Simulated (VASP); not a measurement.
# Ir (P6_3/mmc) in VASP: a series of runs

Ir is run at these levels: PBE; tasks: single point.

Program: VASP 6.6.1. These are calculated values, not measurements. Logs are shortened: lines on timing, memory, paths and dates and some standing lists are left out, and cuts for length are marked.

## (1) The cell of the first run

The structure is hexagonal, space group P6_3/mmc (No. 194). Conventional cell: a = 2.620 Å, b = 2.620 Å, c = 4.304 Å, α = 90.00°, β = 90.00°, γ = 120.00°. Within 3.5 Å of Ir (site symmetry -6m2) lie 12 Ir at 2.62 to 2.63 Å.

## (2) Single point, PBE

Contents of INCAR:

```
PREC = Accurate
ENCUT = 520
EDIFF = 1E-6
ISMEAR = 0
SIGMA = 0.15
LREAL = False
LASPH = True
NELM = 100
ALGO = Fast
ISIF = 2
LWAVE = False
LCHARG = True
GGA = PE
LELF = True
LVHAR = True
NBANDS = 16
```

Contents of KPOINTS:

```
Automatic mesh
0
Gamma
  18 18 10
```

Contents of POSCAR:

```
Ir
1.0
    2.6196000000      0.0000000000      0.0000000000
   -1.3098000000      2.2686401478      0.0000000000
    0.0000000000      0.0000000000      4.3045000000
Ir
2
Direct
    0.6666666667      0.3333333333      0.7500000000
    0.3333333333      0.6666666667      0.2500000000
```

Potentials or basis: VASP PAW PBE potentials, release 64 (Ir).

Run with:

```console
> cat potpaw_PBE.64/Ir/POTCAR > POTCAR
> mpirun -np 1 vasp_std > vasp.out
```

OUTCAR:

```text
PREC = Accurate
   ENCUT = 520
   EDIFF = 1E-6
   ISMEAR = 0
   LREAL = False
   LASPH = True
   NELM = 100
   ISIF = 2
   GGA = PE

 ion  position               nearest neighbor table
   1  0.667  0.333  0.750-   2 2.63   2 2.63   2 2.63   2 2.63   2 2.63   2 2.63
   2  0.333  0.667  0.250-   1 2.63   1 2.63   1 2.63   1 2.63   1 2.63   1 2.63

  LATTYP: Found a hexagonal cell.
 ALAT       =     2.6196000000
 C/A-ratio  =     1.6431898000

  Lattice vectors:

 A1 = (   2.6196000000,   0.0000000000,   0.0000000000)
 A2 = (  -1.3098000000,   2.2686401478,   0.0000000000)
 A3 = (   0.0000000000,   0.0000000000,   4.3045000000)

Analysis of symmetry for initial positions (statically):
=====================================================================
 Subroutine PRICEL returns:
 Original cell was already a primitive cell.

 Routine SETGRP: Setting up the symmetry group for a
 hexagonal supercell.

 Subroutine GETGRP returns: Found 24 space group operations
 (whereof 12 operations were pure point group operations)
 out of a pool of 24 trial point group operations.

The static configuration has the point symmetry D_3d.
 The point group associated with its full space group is D_6h.

Analysis of symmetry for dynamics (positions and initial velocities):
=====================================================================
 Subroutine PRICEL returns:
 Original cell was already a primitive cell.

 Routine SETGRP: Setting up the symmetry group for a
 hexagonal supercell.

 Subroutine GETGRP returns: Found 24 space group operations
 (whereof 12 operations were pure point group operations)
 out of a pool of 24 trial point group operations.

The dynamic configuration has the point symmetry D_3d.
 The point group associated with its full space group is D_6h.

 Subroutine INISYM returns: Found 24 space group operations
 (whereof 12 operations are pure point group operations),
 and found     1 'primitive' translations

----------------------------------------------------------------------------------------

                                     Primitive cell

  volume of cell :      25.5813

  direct lattice vectors                    reciprocal lattice vectors
[... 78 lines left out ...]
   PREC   = accura    normal or accurate (medium, high low for compatibility)
   ISTART =      0    job   : 0-new  1-cont  2-samecut
   ICHARG =      2    charge: 1-file 2-atom 10-const
   ISPIN  =      1    spin polarized calculation?
   LNONCOLLINEAR =      F non collinear calculations
   LSORBIT =      F    spin-orbit coupling
   LASPH  =      T    aspherical Exc in radial PAW
   ENCUT  =  520.0 eV  38.22 Ry    6.18 a.u.   4.87  4.87  8.00*2*pi/ulx,y,z
   NELM   =    100;   NELMIN=  2; NELMDL= -5     # of ELM steps
   EDIFF  = 0.1E-05   stopping-criterion for ELM
   LREAL  =      F    real-space projection
   EDIFFG = 0.1E-04   stopping-criterion for IOM
   NSW    =      0    number of steps for IOM
   IBRION =     -1    ionic relax: 0-MD 1-quasi-New 2-CG
   NFREE  =      0    steps in history (QN), initial steepest desc. (CG)
   ISIF   =      2    stress and relaxation
   ISYM   =      2    0-nonsym 1-usesym 2-fastsym
   POTIM  = 0.5000    time-step for ionic-motion
   TEBEG  =    0.0;   TEEND  =   0.0 temperature during run
   PSTRESS=    0.0 pullay stress
   NELECT =      18.0000    total number of electrons
   NUPDOWN=      -1.0000    fix difference up-down
   EMIN   =  10.00;   EMAX   =-10.00  energy-range for DOS
   EFERMI =   0.00;   METHOD = LEGACY
   ISMEAR =     0;   SIGMA  =   0.15  broadening in eV -4-tet -1-fermi 0-gaus
   EFERMI_NEDOS =   21; number of points for ismear=-14 and -15
   IALGO  =     68    algorithm
   IMIX   =      4    mixing-type and parameters
     AMIX     =   0.40;   BMIX     =  1.00
     AMIX_MAG =   1.60;   BMIX_MAG =  1.00
  volume/ion in A,a.u.               =      12.79        86.32
  Fermi-wavevector in a.u.,A,eV,Ry     =   1.456100  2.751630 28.847446  2.120227
  Thomas-Fermi vector in A             =   2.573058
   LORBIT       =      0    0 simple, 1 ext, 2 COOP (PROOUT), +10 PAW based schemes
   GGA     = PE    functional components
   LHFCALC =     F    Hartree Fock is set to
   AEXX    =    0.0000 exact exchange contribution
   IVDW    =     0    specifies the selected vdW correction
   LEPSILON=     F    determine dielectric tensor
   LRPA    =     F    only Hartree local field effects (RPA)
 non-spin polarized calculation
 RMM-DIIS sequential band-by-band and
 Gauss-broadening in eV      SIGMA  =   0.15
  energy-cutoff  :      520.00
  volume of cell :       25.58
 maximum number of plane-waves:       708
 NGX is ok and might be reduce to    20
   NGX =  9   NGY =  9   NGZ = 17

 number of electron      18.0000001 magnetization

 Free energy of the ion-electron system (eV)
  ---------------------------------------------------
  ext. energy  EPLUGINS =         0.00000000
  ---------------------------------------------------
  free energy    TOTEN  =       -16.93676663 eV

  energy without entropy =      -16.91653835  energy(sigma->0) =      -16.92665249

 E-fermi :  12.3930     XC(G=0): -14.5946

 val. band max:       12.3916372459   @ k =   0.3333   0.0556   0.2000
 cond. band min:      12.3965622437   @ k =   0.3889   0.1667   0.1000
 fundamental gap:      0.0049249978
 Fermi energy:        12.3929847264

 k-point     1 :       0.0000    0.0000    0.0000
  band No.  band energies     occupation
      1       0.0076      2.00000
      2       3.0097      2.00000
      3       7.6199      2.00000
      4       7.8835      2.00000
      5       7.8835      2.00000
      6       8.6319      2.00000
[... 433 lines left out ...]
      3       4.4537      2.00000
      4       7.4919      2.00000
      5       7.7978      2.00000
      6       8.1592      2.00000
[... 8 lines left out ...]
     15      23.8092      0.00000
     16      26.6901      0.00000

 [... further k-points ...]
[... 5 lines left out ...]
  --------------------------------------------------------------------------------------
  -------------------------------------------------------------------------------------
  Total       10.5105276     10.5105276      9.3933897      0.0000000     -0.0000000     -0.0000000
  in kB      658.2817148    658.2817148    588.3145872      0.0000000     -0.0000000     -0.0000000
  external PRESSURE =     634.9593390 kB  Pullay stress =       0.0000000 kB

 VOLUME and BASIS-vectors are now :
 -----------------------------------------------------------------------------
  energy-cutoff  :      520.00
  volume of cell :       25.58
      direct lattice vectors                 reciprocal lattice vectors
     2.619600000  0.000000000  0.000000000     0.381737670  0.220396346  0.000000000
    -1.309800000  2.268640148  0.000000000     0.000000000  0.440792693  0.000000000
     0.000000000  0.000000000  4.304500000     0.000000000  0.000000000  0.232315019

 POSITION                                       TOTAL-FORCE (eV/Angst)
 -----------------------------------------------------------------------------------
      1.30980      0.75621      3.22837        -0.000000     -0.000000      0.000000
     -0.00000      1.51243      1.07612         0.000000      0.000000      0.000000
 -----------------------------------------------------------------------------------
    total drift:                                0.000000     -0.000000     -0.000000

  FREE ENERGIE OF THE ION-ELECTRON SYSTEM (eV)
  ---------------------------------------------------
  free  energy   TOTEN  =       -16.9367666290 eV

  energy  without entropy=      -16.9165383488  energy(sigma->0) =      -16.92665249
```

OSZICAR:

```text
N       E                     dE             d eps       ncg     rms          rms(c)
DAV:   1     0.148834641156E+03    0.14883E+03   -0.85665E+03  7104   0.115E+03
DAV:   2    -0.143680235036E+02   -0.16320E+03   -0.14817E+03  7104   0.318E+02
DAV:   3    -0.178790005281E+02   -0.35110E+01   -0.34766E+01  9656   0.562E+01
DAV:   4    -0.179184029457E+02   -0.39402E-01   -0.39395E-01  8112   0.492E+00
DAV:   5    -0.179195100062E+02   -0.11071E-02   -0.11070E-02  9960   0.865E-01    0.293E+01
RMM:   6    -0.171507692656E+02    0.76874E+00   -0.64408E-01  7181   0.909E+00    0.131E+01
RMM:   7    -0.169434983801E+02    0.20727E+00   -0.45777E-01  7516   0.581E+00    0.188E+00
RMM:   8    -0.169410876143E+02    0.24108E-02   -0.61599E-02  8330   0.269E+00    0.138E+00
RMM:   9    -0.169398622432E+02    0.12254E-02   -0.11207E-02  8515   0.747E-01    0.543E-01
RMM:  10    -0.169367427112E+02    0.31195E-02   -0.12550E-02  7533   0.147E+00    0.220E-01
RMM:  11    -0.169367559384E+02   -0.13227E-04   -0.10527E-03  8012   0.393E-01    0.209E-01
RMM:  12    -0.169367873938E+02   -0.31455E-04   -0.32638E-04  8321   0.109E-01    0.160E-01
RMM:  13    -0.169367745897E+02    0.12804E-04   -0.45100E-05  9099   0.471E-02    0.156E-01
RMM:  14    -0.169367795415E+02   -0.49519E-05   -0.53254E-06  7573   0.231E-02    0.118E-01
RMM:  15    -0.169367711619E+02    0.83797E-05   -0.83578E-06  8254   0.314E-02    0.625E-02
RMM:  16    -0.169367676074E+02    0.35545E-05   -0.52683E-06  7948   0.200E-02    0.264E-02
RMM:  17    -0.169367666290E+02    0.97843E-06   -0.36075E-06  7127   0.159E-02
   1 F= -.16936767E+02 E0= -.16926652E+02  d E =-.202283E-01
```

stdout:

```text
POSCAR found type information on POSCAR Ir
 POSCAR found :  1 types and       2 ions
 scaLAPACK will be used
 LDA part: xc-table for (Slater+PW92), standard interpolation
 POSCAR, INCAR and KPOINTS ok, starting setup
 FFT: planning ... GRIDC
 FFT: planning ... GRID_SOFT
 FFT: planning ... GRID
 WAVECAR not read
 entering main loop
```

Run time: 39 s. Hardware: 1 thread of Intel Xeon 6975P-C (Granite Rapids), shared host; peak memory 0.19 GiB.

Results:

```
Free energy            : -16.9368 eV
Pressure               : 63.5 GPa
Band gap on the k mesh : zero (band 9 reaches 13.65 eV, above the bottom of band 10 at 9.62 eV)
```

Levels at points of the mesh, in eV from the Fermi level:
```
           k point  band 7  band 8  band 9  band 10  band 11  band 12
(0.00, 0.00, 0.00)   -3.76   -2.66   -2.66    -1.23     0.33     0.33
(0.50, 0.00, 0.00)   -3.56    0.99    1.13     1.46     3.44     5.06
(0.00, 0.00, 0.50)   -4.61   -4.61   -0.53    -0.53    -0.53    -0.53
(0.50, 0.00, 0.50)   -1.19   -1.19    1.26     1.26     2.25     2.25
```

Caveat: spin-orbit coupling is left out, which moves the levels of the heavy elements.

## (3) Single point, PBE

This run uses another cell than the first one, of 12.86 Å³/atom, 1.006 times its volume.

Contents of INCAR:

```
PREC     = Accurate       # precision mode
ENCUT    = 520            # plane-wave cutoff, eV
EDIFF    = 1E-7           # SCF threshold, eV
ISMEAR   = 0              # smearing method
SIGMA    = 0.15           # smearing width, eV
LREAL    = False          # projectors in reciprocal space
LASPH    = True           # aspherical terms in the spheres
NELM     = 60             # most SCF steps
ALGO     = Normal         # electronic algorithm
ISIF     = 2              # what is computed and relaxed
LWAVE    = False          # write WAVECAR
LCHARG   = False          # write CHGCAR
GGA      = PE             # functional
NBANDS   = 16             # bands
```

KPOINTS is that of step 2.

Contents of POSCAR:

```
Ir
1.0
    2.6929000000      0.0000000000      0.0000000000
   -1.3464500000      2.3321198099      0.0000000000
    0.0000000000      0.0000000000      4.0967000000
Ir
2
Direct
    0.6666666667      0.3333333333      0.7500000000
    0.3333333333      0.6666666667      0.2500000000
```

Potentials or basis: VASP PAW PBE potentials, release 64 (Ir).

Run with:

```console
> cat potpaw_PBE.64/Ir/POTCAR > POTCAR
> mpirun -np 1 vasp_std > vasp.out
```

Run time: 30 s. Hardware: 1 thread of Intel Xeon 6975P-C (Granite Rapids), shared host; peak memory 0.19 GiB.

It converged, with:

```yaml
Free_energy: -16.8566 eV
Pressure: 62.9 GPa
Band_gap_on_the_k_mesh: zero (band 9 reaches 13.34 eV, above the bottom of band 10 at 9.57 eV)
```

Stress tensor (GPa, compression positive):
```
50.38  0.00  0.00
 0.00 50.38  0.00
 0.00  0.00 88.06
```

Levels at points of the mesh, in eV from the Fermi level:
```csv
k point,band 7,band 8,band 9,band 10,band 11,band 12
"(0.00, 0.00, 0.00)",-3.67,-3.47,-3.47,-0.39,0.20,0.20
"(0.50, 0.00, 0.00)",-3.07,0.28,0.97,1.46,3.07,4.55
"(0.00, 0.00, 0.50)",-4.83,-4.83,-0.54,-0.54,-0.54,-0.54
"(0.50, 0.00, 0.50)",-1.31,-1.31,0.71,0.71,2.09,2.09
```

Caveat: spin-orbit coupling is left out, which moves the levels of the heavy elements.

## (4) Single point, PBE

This run uses another cell than the first one, of 13.01 Å³/atom, 1.017 times its volume.

Contents of INCAR:

```
SYSTEM = Ir
PREC = Accurate ; ENCUT = 520
EDIFF = 1E-6 ; ISMEAR = 0
SIGMA = 0.15 ; LREAL = .False.
LASPH = .True. ; NELM = 60
ALGO = Normal ; ISIF = 2
LWAVE = .False. ; LCHARG = .False.
GGA = PE ; NBANDS = 16
```

Contents of KPOINTS:

```
Automatic mesh
0
Gamma
  18 18 10
  0 0 0
```

Contents of POSCAR:

```
Ir
1.0
    2.5555000000      0.0000000000      0.0000000000
   -1.2777500000      2.2131279194      0.0000000000
    0.0000000000      0.0000000000      4.6014000000
Ir
2
Direct
    0.6666666667      0.3333333333      0.7500000000
    0.3333333333      0.6666666667      0.2500000000
```

Run with:

```console
> cat potpaw_PBE.64/Ir/POTCAR > POTCAR
> mpirun -np 1 vasp_std > vasp.out
```

Wall time 30 s (1 thread of Intel Xeon 6975P-C (Granite Rapids), shared host); peak memory 0.2 GiB.

Results (log left out):

```
Free energy            : -16.7645 eV
Pressure               : 58.8 GPa
Band gap on the k mesh : zero (band 9 reaches 13.88 eV, above the bottom of band 10 at 9.69 eV)
```

Stress tensor (GPa, compression positive):
```
79.59  0.00  0.00
 0.00 79.59  0.00
 0.00  0.00 17.24
```

Levels at points of the mesh, in eV from the Fermi level:
```tsv
k point	band 6	band 7	band 8	band 9	band 10	band 11	band 12	band 13
(0.00, 0.00, 0.00)	-3.72	-3.72	-1.93	-1.54	-1.54	0.60	0.60	6.54
(0.50, 0.00, 0.00)	-3.61	-3.22	0.81	1.83	2.09	3.64	5.30	9.33
(0.00, 0.00, 0.50)	-4.17	-4.17	-4.17	-0.20	-0.20	-0.20	-0.20	12.89
(0.50, 0.00, 0.50)	-1.80	-0.94	-0.94	1.97	1.97	2.26	2.26	9.24
```

Caveat: spin-orbit coupling is left out, which moves the levels of the heavy elements.

## (5) The runs side by side

```tsv
cell	gap on the mesh (eV)	pressure (GPa)
a = 2.620, b = 2.620, c = 4.304 Å, angles 90.0, 90.0, 120.0°, 2 atoms	none	63.5
a = 2.693, b = 2.693, c = 4.097 Å, angles 90.0, 90.0, 120.0°, 2 atoms	none	62.9
a = 2.555, b = 2.556, c = 4.601 Å, angles 90.0, 90.0, 120.0°, 2 atoms	none	58.8
```

Alike in all rows: task single point; level PBE; potentials or basis VASP PAW PBE potentials, release 64 (Ir); no spin polarisation; k mesh 18 × 18 × 10; cutoff (eV) 520; smearing gaussian 0.15 eV.

Caveats: spin-orbit coupling is left out, which moves the levels of the heavy elements.

Total energies depend on the potentials used, so only differences within one code and one set of settings carry meaning.
